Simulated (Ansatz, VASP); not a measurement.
**One calculation of SnO, two programs**

```xyz
8
Lattice="3.8206 0.0000 0.0000 0.0000 3.8206 0.0000 0.0000 0.0000 22.2281" Properties=species:S:1:pos:R:3 pbc="T T T"
Sn    2.8654    0.9551    4.5000
Sn    0.9551    2.8654    6.8641
Sn    1.9103    3.8206   12.1641
Sn    0.0000    5.7308   14.5281
O     0.9551    0.9551    5.6820
O     2.8654    2.8654    5.6820
O     0.0000    3.8206   13.3461
O     1.9103    5.7308   13.3461
```

Alike in both runs: task single point; functional PBE; dispersion D3(BJ); k mesh 7 × 7 × 1; occupations gaussian, width 0.05 eV; no spin polarisation.

|  | VASP | Ansatz |
| --- | --- | --- |
| version | VASP 6.6.1 | Ansatz 0.2.0 |
| potentials or method | VASP PAW PBE potentials, release 64 (Sn_d, O), cutoff 520 eV | scalar-relativistic, plane waves, PAW |
| valence electrons in the cell | 80 | 80 |

```csv
,VASP,Ansatz,Ansatz less VASP
gap on the k mesh at the Fermi level (eV),2.75,2.79,+0.038
least direct gap on the mesh (eV),2.78,2.82,+0.036
rms of the force components (eV/Å),0.043,0.012,-0.0311
```

Ansatz's warnings: vacuum density over bound.
